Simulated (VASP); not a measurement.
# Te2Mo (Pmn2_1) in VASP: single point with PBE+D3(BJ)

Aim: the single point of Te2Mo with PBE+D3(BJ).

Program: VASP 6.6.1. These are calculated values, not measurements. Logs are shortened: lines on timing, memory, paths and dates and some standing lists are left out, and cuts for length are marked.

**1. The cell of the first run**

It takes space group Pmn2_1 (No. 31, orthorhombic). The conventional cell has a = 3.470 Å, b = 6.333 Å, c = 13.274 Å, α = 90.00°, β = 90.00°, γ = 90.00°. Mo (site symmetry m) has 6 Te at 2.70 to 2.80 Å and 4 Mo at 2.88 to 3.47 Å within 3.6 Å. Within 3.6 Å of Mo (site symmetry m) lie 6 Te at 2.71 to 2.80 Å and 4 Mo at 2.88 to 3.47 Å. Te (site symmetry m) has 3 Mo at 2.70 to 2.71 Å and 9 Te at 3.47 to 3.72 Å within 3.8 Å. Within 3.7 Å of Te (site symmetry m) lie 3 Mo at 2.78 to 2.80 Å and 10 Te at 3.45 to 3.68 Å. Within 3.8 Å of Te (site symmetry m) lie 3 Mo at 2.70 to 2.71 Å and 9 Te at 3.47 to 3.72 Å. Te (site symmetry m) has 3 Mo at 2.79 to 2.80 Å and 10 Te at 3.45 to 3.71 Å within 3.8 Å.

**2. Single point, PBE+D3(BJ)**

The input, INCAR:

```
PREC = Accurate
ENCUT = 520
EDIFF = 1E-6
ISMEAR = 0
SIGMA = 0.1
LREAL = F
LASPH = T
NELM = 60
ALGO = Fast
ISIF = 2
LWAVE = F
LCHARG = T
GGA = PE
IVDW = 12
LELF = T
LVHAR = T
NBANDS = 64
```

The input, KPOINTS:

```
regular mesh
0
Gamma
  10 6 4
```

The input, POSCAR:

```
Te2Mo
1.0
    3.4699032001      0.0000000000      0.0000000000
    0.0000000000      6.3326660056      0.0000000000
    0.0000000000      0.0000000000     13.2737888585
Mo Te
4 8
Direct
    0.0000000000      0.6045886915      0.5002887474
    0.5000000000      0.3954113085      0.0002887474
    0.0000000000      0.0332266696      0.0149080480
    0.5000000000      0.9667733304      0.5149080480
    0.0000000000      0.8601168029      0.6627728029
    0.5000000000      0.1398831971      0.1627728029
    0.0000000000      0.6428119173      0.1141870901
    0.5000000000      0.3571880827      0.6141870901
    0.0000000000      0.2928601826      0.8525393495
    0.5000000000      0.7071398174      0.3525393495
    0.0000000000      0.2144742588      0.4005039621
    0.5000000000      0.7855257412      0.9005039621
```

Potentials or basis: VASP PAW PBE potentials, release 64 (Mo_sv, Te).

Started as:

```bash
cat potpaw_PBE.64/Mo_sv/POTCAR potpaw_PBE.64/Te/POTCAR > POTCAR
mpirun -np 1 vasp_std > vasp.out
```

OUTCAR:

```text
PREC = Accurate
   ENCUT = 520
   EDIFF = 1E-6
   ISMEAR = 0
   LREAL = F
   LASPH = T
   NELM = 60
   ISIF = 2
   GGA = PE
   IVDW = 12
 IVDW          = 12

 ion  position               nearest neighbor table
   1  0.000  0.605  0.500-   5 2.70  10 2.70  10 2.70   8 2.78   8 2.78  11 2.80   4 2.88   4 2.88

   2  0.500  0.395  0.000-   6 2.70   9 2.70   9 2.70   7 2.78   7 2.78  12 2.80   3 2.88   3 2.88

   3  0.000  0.033  0.015-   6 2.71   6 2.71   9 2.71  12 2.79  12 2.79   7 2.80   2 2.88   2 2.88

   4  0.500  0.967  0.515-   5 2.71   5 2.71  10 2.71  11 2.79  11 2.79   8 2.80   1 2.88   1 2.88

   5  0.000  0.860  0.663-   1 2.70   4 2.71   4 2.71  12 3.63  12 3.63   8 3.65   8 3.65   8 3.68
                             8 3.68
   6  0.500  0.140  0.163-   2 2.70   3 2.71   3 2.71  11 3.63  11 3.63   7 3.65   7 3.65   7 3.68
                             7 3.68
   7  0.000  0.643  0.114-   2 2.78   2 2.78   3 2.80  12 3.45  12 3.45  10 3.63  10 3.63   6 3.65
                             6 3.65   6 3.68   6 3.68
   8  0.500  0.357  0.614-   1 2.78   1 2.78   4 2.80  11 3.45  11 3.45   9 3.63   9 3.63   5 3.65
                             5 3.65   5 3.68   5 3.68
   9  0.000  0.293  0.853-   2 2.70   2 2.70   3 2.71  12 3.63  12 3.63   8 3.63   8 3.63
  10  0.500  0.707  0.353-   1 2.70   1 2.70   4 2.71  11 3.63  11 3.63   7 3.63   7 3.63
  11  0.000  0.214  0.401-   4 2.79   4 2.79   1 2.80   8 3.45   8 3.45  10 3.63  10 3.63   6 3.63
                             6 3.63
  12  0.500  0.786  0.901-   3 2.79   3 2.79   2 2.80   7 3.45   7 3.45   9 3.63   9 3.63   5 3.63
                             5 3.63

  LATTYP: Found a simple orthorhombic cell.
 ALAT       =     3.4699032001
 B/A-ratio  =     1.8250267055
 C/A-ratio  =     3.8254060972

  Lattice vectors:

 A1 = (   3.4699032001,   0.0000000000,   0.0000000000)
 A2 = (   0.0000000000,   6.3326660056,   0.0000000000)
 A3 = (   0.0000000000,   0.0000000000,  13.2737888585)

Analysis of symmetry for initial positions (statically):
=====================================================================
 Subroutine PRICEL returns:
 Original cell was already a primitive cell.

 Routine SETGRP: Setting up the symmetry group for a
 simple orthorhombic supercell.

 Subroutine GETGRP returns: Found  4 space group operations
 (whereof  2 operations were pure point group operations)
 out of a pool of  8 trial point group operations.

The static configuration has the point symmetry C_1h.
 The point group associated with its full space group is C_2v.

Analysis of symmetry for dynamics (positions and initial velocities):
=====================================================================
 Subroutine PRICEL returns:
 Original cell was already a primitive cell.

 Routine SETGRP: Setting up the symmetry group for a
 simple orthorhombic supercell.

 Subroutine GETGRP returns: Found  4 space group operations
 (whereof  2 operations were pure point group operations)
 out of a pool of  8 trial point group operations.

The dynamic configuration has the point symmetry C_1h.
 The point group associated with its full space group is C_2v.

 Subroutine INISYM returns: Found  4 space group operations
 (whereof  2 operations are pure point group operations),
 and found     1 'primitive' translations

----------------------------------------------------------------------------------------

                                     Primitive cell

  volume of cell :     291.6748

  direct lattice vectors                    reciprocal lattice vectors
     3.469903200  0.000000000  0.000000000     0.288192478  0.000000000  0.000000000
     0.000000000  6.332666006  0.000000000     0.000000000  0.157911376  0.000000000
     0.000000000  0.000000000 13.273788858     0.000000000  0.000000000  0.075336440

  length of vectors
     3.469903200  6.332666006 13.273788858     0.288192478  0.157911376  0.075336440

  position of ions in fractional coordinates (direct lattice)
     0.000000000  0.604588691  0.500288747
     0.500000000  0.395411309  0.000288747
     0.000000000  0.033226670  0.014908048
     0.500000000  0.966773330  0.514908048
     0.000000000  0.860116803  0.662772803
     0.500000000  0.139883197  0.162772803
     0.000000000  0.642811917  0.114187090
     0.500000000  0.357188083  0.614187090
     0.000000000  0.292860183  0.852539349
     0.500000000  0.707139817  0.352539349
     0.000000000  0.214474259  0.400503962
     0.500000000  0.785525741  0.900503962

  ion indices of the primitive-cell ions
   primitive index   ion index
                 1           1
                 2           2
                 3           3
                 4           4
                 5           5
                 6           6
                 7           7
                 8           8
                 9           9
                10          10
                11          11
                12          12

----------------------------------------------------------------------------------------

 KPOINTS: regular mesh

Automatic generation of k-mesh.
 Grid dimensions read from file:
 generate k-points for:   10    6    4

 Generating k-lattice:

  Cartesian coordinates                     Fractional coordinates (reciprocal lattice)
     0.028819248  0.000000000  0.000000000     0.100000000  0.000000000  0.000000000
     0.000000000  0.026318563  0.000000000     0.000000000  0.166666667  0.000000000
     0.000000000  0.000000000  0.018834110     0.000000000  0.000000000  0.250000000

  Length of vectors
     0.028819248  0.026318563  0.018834110

  Shift w.r.t. Gamma in fractional coordinates (k-lattice)
     0.000000000  0.000000000  0.000000000

 Subroutine IBZKPT returns following result:
 ===========================================

 Found     72 irreducible k-points:

 Following reciprocal coordinates:
            Coordinates               Weight
  0.000000  0.000000  0.000000      1.000000
  0.100000  0.000000  0.000000      2.000000
  0.200000  0.000000  0.000000      2.000000
  0.300000  0.000000  0.000000      2.000000
  0.400000  0.000000  0.000000      2.000000
  0.500000  0.000000  0.000000      1.000000
[... 16 lines left out ...]
  0.400000  0.500000  0.000000      2.000000
  0.500000  0.500000  0.000000      1.000000
 [... further k-points ...]
   k-points           NKPTS =     72   k-points in BZ     NKDIM =     72   number of bands    NBANDS=     64
   number of dos      NEDOS =    301   number of ions     NIONS =     12
   total plane-waves  NPLWV = 134400
   dimension x,y,z NGX =    28 NGY =   48 NGZ =  100
   dimension x,y,z NGXF=    56 NGYF=   96 NGZF=  200
   ions per type =               4   8
   NGX,Y,Z   is equivalent  to a cutoff of  13.42, 12.60, 12.52 a.u.
   NGXF,Y,Z  is equivalent  to a cutoff of  26.83, 25.20, 25.05 a.u.
 SYSTEM =  unknown system
   PREC   = accura    normal or accurate (medium, high low for compatibility)
   ISTART =      0    job   : 0-new  1-cont  2-samecut
   ICHARG =      2    charge: 1-file 2-atom 10-const
   ISPIN  =      1    spin polarized calculation?
   LNONCOLLINEAR =      F non collinear calculations
   LSORBIT =      F    spin-orbit coupling
   LASPH  =      T    aspherical Exc in radial PAW
   ENCUT  =  520.0 eV  38.22 Ry    6.18 a.u.   6.45 11.77 24.68*2*pi/ulx,y,z
   NELM   =     60;   NELMIN=  2; NELMDL= -5     # of ELM steps
   EDIFF  = 0.1E-05   stopping-criterion for ELM
   LREAL  =      F    real-space projection
   EDIFFG = 0.1E-04   stopping-criterion for IOM
   NSW    =      0    number of steps for IOM
   IBRION =     -1    ionic relax: 0-MD 1-quasi-New 2-CG
   NFREE  =      0    steps in history (QN), initial steepest desc. (CG)
   ISIF   =      2    stress and relaxation
   ISYM   =      2    0-nonsym 1-usesym 2-fastsym
   POTIM  = 0.5000    time-step for ionic-motion
   TEBEG  =    0.0;   TEEND  =   0.0 temperature during run
   PSTRESS=    0.0 pullay stress
   NELECT =     104.0000    total number of electrons
   NUPDOWN=      -1.0000    fix difference up-down
   EMIN   =  10.00;   EMAX   =-10.00  energy-range for DOS
   EFERMI =   0.00;   METHOD = LEGACY
   ISMEAR =     0;   SIGMA  =   0.10  broadening in eV -4-tet -1-fermi 0-gaus
   EFERMI_NEDOS =   21; number of points for ismear=-14 and -15
   IALGO  =     68    algorithm
   IMIX   =      4    mixing-type and parameters
     AMIX     =   0.40;   BMIX     =  1.00
     AMIX_MAG =   1.60;   BMIX_MAG =  1.00
  volume/ion in A,a.u.               =      24.31       164.03
  Fermi-wavevector in a.u.,A,eV,Ry     =   1.160877  2.193740 18.335703  1.347636
  Thomas-Fermi vector in A             =   2.297455
   LORBIT       =      0    0 simple, 1 ext, 2 COOP (PROOUT), +10 PAW based schemes
   GGA     = PE    functional components
   LHFCALC =     F    Hartree Fock is set to
   AEXX    =    0.0000 exact exchange contribution
   IVDW    =    12    specifies the selected vdW correction
   LEPSILON=     F    determine dielectric tensor
   LRPA    =     F    only Hartree local field effects (RPA)
 non-spin polarized calculation
 RMM-DIIS sequential band-by-band and
 Gauss-broadening in eV      SIGMA  =   0.10
  energy-cutoff  :      520.00
  volume of cell :      291.67
 maximum number of plane-waves:      7919
 NGX is ok and might be reduce to    28
   NGX = 13   NGY = 23   NGZ = 49

 number of electron     104.0000007 magnetization

 Free energy of the ion-electron system (eV)
  ---------------------------------------------------
  ext. energy  EPLUGINS =         0.00000000
  ---------------------------------------------------
  free energy    TOTEN  =       -71.60969934 eV

  energy without entropy =      -71.58897229  energy(sigma->0) =      -71.59933581

 E-fermi :   8.8710     XC(G=0): -10.6088

 val. band max:        8.8631495115   @ k =   0.0000   0.3333   0.2500
 cond. band min:       8.8779547088   @ k =   0.3000   0.0000   0.0000
 fundamental gap:      0.0148051973
 Fermi energy:         8.8709522908

 k-point     1 :       0.0000    0.0000    0.0000
  band No.  band energies     occupation
      1     -52.2670      2.00000
      2     -52.2670      2.00000
      3     -52.2059      2.00000
      4     -52.2059      2.00000
      5     -26.5358      2.00000
      6     -26.5358      2.00000
[... 56 lines left out ...]
     63      11.6155      0.00000
     64      11.7908      0.00000

 k-point     2 :       0.1000    0.0000    0.0000
  band No.  band energies     occupation
      1     -52.2649      2.00000
      2     -52.2649      2.00000
      3     -52.2068      2.00000
      4     -52.2068      2.00000
      5     -26.5355      2.00000
      6     -26.5355      2.00000
[... 56 lines left out ...]
     63      11.2066      0.00000
     64      11.5498      0.00000

 k-point     3 :       0.2000    0.0000    0.0000
  band No.  band energies     occupation
      1     -52.2591      2.00000
      2     -52.2591      2.00000
      3     -52.2096      2.00000
      4     -52.2096      2.00000
      5     -26.5377      2.00000
      6     -26.5377      2.00000
[... 1396 lines left out ...]
     63      11.1955      0.00000
     64      11.3417      0.00000

 k-point    24 :       0.5000    0.5000    0.0000
  band No.  band energies     occupation
      1     -52.2325      2.00000
      2     -52.2325      2.00000
      3     -52.2285      2.00000
      4     -52.2285      2.00000
      5     -26.5810      2.00000
      6     -26.5810      2.00000
[... 56 lines left out ...]
     63      11.0794      0.00000
     64      11.0798      0.00000

 [... further k-points ...]

------------------------ aborting loop because EDIFF is reached ----------------------------------------

 Edisp (eV)   -6.61090

 E8    (eV) :    -3.0475

  FORCE on cell =-STRESS in cart. coord.  units (eV):
  Direction    XX          YY          ZZ          XY          YZ          ZX
  --------------------------------------------------------------------------------------
  -------------------------------------------------------------------------------------
  Total      -0.00990     0.03293    -0.04252     0.00000     0.00000     0.00000
  in kB      -0.05439     0.18091    -0.23358     0.00000     0.00000     0.00000
  external pressure =       -0.04 kB  Pullay stress =        0.00 kB

 VOLUME and BASIS-vectors are now :
 -----------------------------------------------------------------------------
  energy-cutoff  :      520.00
  volume of cell :      291.67
      direct lattice vectors                 reciprocal lattice vectors
     3.469903200  0.000000000  0.000000000     0.288192478  0.000000000  0.000000000
     0.000000000  6.332666006  0.000000000     0.000000000  0.157911376  0.000000000
     0.000000000  0.000000000 13.273788858     0.000000000  0.000000000  0.075336440

 POSITION                                       TOTAL-FORCE (eV/Angst)
 -----------------------------------------------------------------------------------
      0.00000      3.82866      6.64073         0.000000     -0.012747      0.004839
      1.73495      2.50401      0.00383         0.000000      0.012747      0.004839
      0.00000      0.21041      0.19789         0.000000     -0.013308     -0.004836
      1.73495      6.12225      6.83478         0.000000      0.013308     -0.004836
      0.00000      5.44683      8.79751         0.000000     -0.002105      0.010586
      1.73495      0.88583      2.16061         0.000000      0.002105      0.010586
      0.00000      4.07071      1.51570         0.000000      0.001862      0.008946
      1.73495      2.26195      8.15259         0.000000     -0.001862      0.008946
      0.00000      1.85459     11.31643         0.000000     -0.001817     -0.009899
      1.73495      4.47808      4.67953         0.000000      0.001817     -0.009899
      0.00000      1.35819      5.31621         0.000000      0.000063     -0.009635
      1.73495      4.97447     11.95310         0.000000     -0.000063     -0.009635
 -----------------------------------------------------------------------------------
    total drift:                                0.000000      0.000000     -0.000789

  FREE ENERGIE OF THE ION-ELECTRON SYSTEM (eV)
  ---------------------------------------------------
  free  energy   TOTEN  =       -78.2206021348 eV

  energy  without entropy=      -78.1998750815  energy(sigma->0) =      -78.21023861
```

Run time: 43 min. Hardware: 1 thread of Oxide Virtual Turin-like, shared host; peak memory 0.99 GiB.

What came out:

```
Free energy                : -78.2206 eV
Pressure                   : 0.0 GPa
Largest force              : 0.014 eV/Å
Band gap on the k mesh     : zero (bands 52 and 53 overlap by 0.46 eV)
Dispersion energy per atom : -0.551 eV
```

Forces in eV/Å, atoms in the order of the input:
```
Mo   0.000 -0.013  0.005
Mo   0.000  0.013  0.005
Mo   0.000 -0.013 -0.005
Mo   0.000  0.013 -0.005
Te   0.000 -0.002  0.011
Te   0.000  0.002  0.011
Te   0.000  0.002  0.009
Te   0.000 -0.002  0.009
Te   0.000 -0.002 -0.010
Te   0.000  0.002 -0.010
Te   0.000  0.000 -0.010
Te   0.000  0.000 -0.010
```

Levels at points of the mesh, in eV from the Fermi level:
```tsv
k point	band 49	band 50	band 51	band 52	band 53	band 54	band 55	band 56
(0.00, 0.00, 0.00)	-0.41	-0.28	0.05	0.34	0.39	0.61	0.76	0.89
(0.50, 0.00, 0.00)	-1.70	-1.70	-1.44	-1.44	0.90	0.90	1.09	1.09
(0.00, 0.50, 0.00)	-0.98	-0.95	-0.65	-0.42	-0.12	-0.09	0.69	0.82
(0.50, 0.50, 0.00)	-1.17	-1.17	-1.09	-1.09	0.93	0.93	0.97	0.97
(0.00, 0.00, 0.50)	-0.16	-0.16	0.14	0.14	0.46	0.46	0.83	0.83
(0.50, 0.00, 0.50)	-1.65	-1.65	-1.55	-1.55	0.87	0.87	1.07	1.07
(0.00, 0.50, 0.50)	-0.98	-0.98	-0.46	-0.46	-0.05	-0.05	0.74	0.74
(0.50, 0.50, 0.50)	-1.17	-1.17	-1.08	-1.08	0.90	0.90	1.00	1.00
```

Caveat: spin-orbit coupling is left out, which moves the levels of the heavy elements.
